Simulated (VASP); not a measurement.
## In3GaN2: single point with PBE

Crystal: In3GaN2.

```xyz
6
Lattice="4.6748 0.0000 0.0000 0.0000 4.6748 0.0000 0.0000 0.0000 6.1032" Properties=species:S:1:pos:R:3 pbc="T T T"
In    0.0000    2.3374    3.0516
In    2.3374    0.0000    3.0516
In    2.3374    2.3374    3.0516
Ga    2.3374    2.3374    0.0000
N     2.3374    2.3374    4.6538
N     2.3374    2.3374    1.4493
```

The cell was built from a structure type or drawn by symmetry, and may not be a known phase.

```
Program                : VASP 6.6.1
Task                   : single point
Functional             : PBE
Potentials or basis    : VASP PAW PBE potentials, release 64 (In_d, Ga_d, N)
Cutoff                 : 520 eV
k mesh                 : 4 × 4 × 4
Occupations            : gaussian, width 0.1 eV
Spin                   : no spin polarisation
Dipole correction      : no
Further INCAR settings : ALGO = Normal; EDIFF = 1e-07; NBANDS = 40
```

```yaml
Pressure: 72.9 GPa
Largest_force: 2.049 eV/Å
Band_gap_on_the_k_mesh: zero (bands 31 and 32 overlap by 1.79 eV)
```

Forces in eV/Å, atoms in the order of the input:
```
In   0.000  0.000  0.000
In   0.000  0.000  0.000
In   0.000  0.000  0.000
Ga   0.000  0.000  0.000
N    0.000  0.000  2.049
N    0.000  0.000 -2.049
```

Stress tensor (GPa, compression positive):
```
 40.07   0.00   0.00
  0.00  40.07   0.00
  0.00   0.00 138.62
```

Levels at points of the mesh, in eV from the Fermi level:
```csv
k point,band 27,band 28,band 29,band 30,band 31,band 32,band 33,band 34,band 35,band 36
"(0.00, 0.00, 0.00)",-3.53,-2.26,-2.26,-2.16,-1.13,-1.13,-0.13,2.78,2.84,3.71
"(0.50, 0.00, 0.00)",-3.46,-3.06,-2.79,-2.24,-0.21,1.36,1.43,1.54,2.68,2.69
"(0.50, 0.50, 0.00)",-3.06,-3.06,-2.98,-2.98,-2.42,1.45,2.72,2.72,3.34,3.34
"(0.00, 0.00, 0.50)",-4.07,-4.07,-2.51,-2.09,-0.91,-0.04,-0.04,2.17,4.61,4.63
"(0.50, 0.00, 0.50)",-4.83,-4.03,-2.12,-1.99,0.66,1.00,1.62,1.84,2.28,3.70
"(0.50, 0.50, 0.50)",-4.73,-4.73,-2.34,-1.62,-1.62,2.71,2.75,2.75,3.01,4.07
```

Run time: 98 s on 1 thread of Intel(R) Xeon(R) Platinum 8488C (Sapphire Rapids) (shared host), peak memory 0.27 GiB.

Caveat: the cell stands under pressure; spin-orbit coupling is left out, which moves the levels of the heavy elements; forces of over 1 eV/Å act on the atoms, so gaps and moduli don't describe the material at rest.
